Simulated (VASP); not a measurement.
Crystal: HfN.

```
CELL_PARAMETERS angstrom
0.00000 2.25600 2.25600
2.25600 0.00000 2.25600
2.25600 2.25600 0.00000
ATOMIC_POSITIONS crystal
Hf 0.00000 0.00000 0.00000
N 0.50000 0.50000 0.50000
```

- Program: VASP 6.6.1
- Task: relaxation of cell and atoms
- Functional: PBE
- Potentials or basis: VASP PAW PBE potentials, release 64 (Hf_pv, N)
- Cutoff: 600 eV
- k mesh: 10 × 10 × 10
- Occupations: methfessel-paxton, width 0.1 eV
- Spin: no spin polarisation

At the start: pressure 4.1 GPa; volume 11.48 Å³/atom.

Problem. Where does the relaxation end?

Solution. Over 3 steps the energy falls by 2.1 meV/atom and the volume is 11.65 Å³/atom (+1.5 %); space group Fm-3m (No. 225, to 0.05 Å).

Step by step:
```csv
step,energy change (eV),largest force (eV/Å),pressure (GPa),volume (Å³)
1,0.0000,0.0000,4.10,22.96
2,0.0103,0.0000,-6.99,23.95
3,-0.0043,0.0000,-0.02,23.31
```

Final structure:
```
Hf N
1.0
     0.00000    2.26714    2.26714
     2.26714    0.00000    2.26714
     2.26714    2.26714    0.00000
Hf N
1 1
Direct
  0.00000 0.00000 0.00000
  0.50000 0.50000 0.50000
```
